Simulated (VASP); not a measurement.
# SnSe: single point with LDA

The system is SnSe.

```
Sn Se
1.0
     0.00000    2.87298    2.94665
     3.02031    0.00000    2.94665
     3.02031    2.87298    0.00000
Sn Se
1 1
Direct
  0.00000 0.00000 0.00000
  0.50000 0.50000 0.50000
```

This cell differs from its parent crystal: strain +0.0250 x Voigt [1, -1, 0, 0, 0, 0].

| Item | Value |
| --- | --- |
| Program | VASP 6.6.1 |
| Task | single point |
| Functional | LDA |
| Potentials or basis | VASP PAW LDA potentials, release 64 (Sn_d, Se) |
| Cutoff | 520 eV |
| k mesh | 8 × 8 × 8 |
| Occupations | gaussian, width 0.05 eV |
| Spin | no spin polarisation |
| Dipole correction | no |
| Further INCAR settings | ALGO = Normal; EDIFF = 1e-06; NBANDS = 17 |

```
Pressure               : 0.5 GPa
Band gap on the k mesh : 0.67 eV (least direct gap 0.73 eV)
```

Stress tensor (GPa, compression positive):
```
-3.04  0.00  0.00
 0.00  4.29  0.00
 0.00  0.00  0.13
```

Levels at points of the mesh, in eV from the valence-band top:
```tsv
k point	band 7	band 8	band 9	band 10	band 11	band 12	band 13	band 14
(0.00, 0.00, 0.00)	-4.89	-2.55	-2.28	-2.05	3.93	4.52	5.20	5.68
(0.50, 0.00, 0.00)	-8.39	-2.07	-1.97	-0.09	0.88	1.10	1.36	8.40
(0.50, 0.50, 0.00)	-6.05	-5.87	-4.16	-3.57	2.85	5.06	6.36	6.37
(0.50, 0.00, 0.50)	-6.16	-5.92	-4.08	-3.79	2.75	5.26	5.88	6.71
(0.00, 0.50, 0.50)	-5.92	-5.82	-3.96	-3.66	2.93	5.49	6.04	6.18
```

It took 85 s on 1 thread of Intel Xeon 8259CL, with other jobs on the host, peak memory 0.21 GiB.

Caveat: the cell differs from its parent crystal (strain +0.0250 x Voigt [1, -1, 0, 0, 0, 0]); spin-orbit coupling is left out, which moves the levels of the heavy elements. A k mesh can miss the band edges.
